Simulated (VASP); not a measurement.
Set up this calculation in VASP 6.6.1, as the native input.

```
Task                   : relaxation of the atoms
Functional             : PBE
Potentials or basis    : VASP PAW PBE potentials, release 64 (C)
Cutoff                 : 520 eV
k mesh                 : 10 × 10 × 3
Occupations            : fermi-dirac, width 0.05 eV
Spin                   : no spin polarisation
Dipole correction      : no
Further INCAR settings : ALGO = Normal; EDIFF = 1e-06; IBRION = 2; EDIFFG = -0.01; NSW = 60
```

The structure of C lies in POSCAR:

```
C
1.0
    2.5473210000      0.0000000000      0.0000000000
   -1.2736605000      2.2060446976      0.0000000000
    0.0000000000      0.0000000000      8.2371000000
C
8
Direct
    0.6666666667      0.3333333333      0.8437500000
    0.3333333333      0.6666666667      0.3437500000
    0.6666666667      0.3333333333      0.6562500000
    0.3333333333      0.6666666667      0.1562500000
    0.0000000000      0.0000000000      0.9062500000
    0.0000000000      0.0000000000      0.4062500000
    0.0000000000      0.0000000000      0.5937500000
    0.0000000000      0.0000000000      0.0937500000
```

These files were run (other wordings do the same):

INCAR

```
ALGO = Normal
EDIFF = 1E-6
EDIFFG = -0.01
ENCUT = 520
GGA = PE
IBRION = 2
ISIF = 2
ISMEAR = -1
LASPH = True
LCHARG = False
LREAL = False
LWAVE = False
NELM = 100
NSW = 60
PREC = Accurate
SIGMA = 0.05
```

KPOINTS

```
k-points
0
Gamma
  10 10 3
```

Potentials or basis: VASP PAW PBE potentials, release 64 (C).

The run is started by

```sh
$ cat potpaw_PBE.64/C/POTCAR > POTCAR
$ mpirun -np 1 vasp_std > vasp.out
```

Results of the run:

```
Energy gained by relaxing : 1.1 meV/atom
Ionic steps               : 3
Pressure after relaxing   : -5.5 GPa
Band gap on the k mesh    : 4.30 eV, indirect (least direct gap 5.06 eV)
```

Wall time 73 s on 1 thread of Intel(R) Xeon(R) Platinum 8259CL CPU @ 2.50GHz (Skylake/Cascade Lake), with other jobs on the host, peak memory 0.16 GiB.
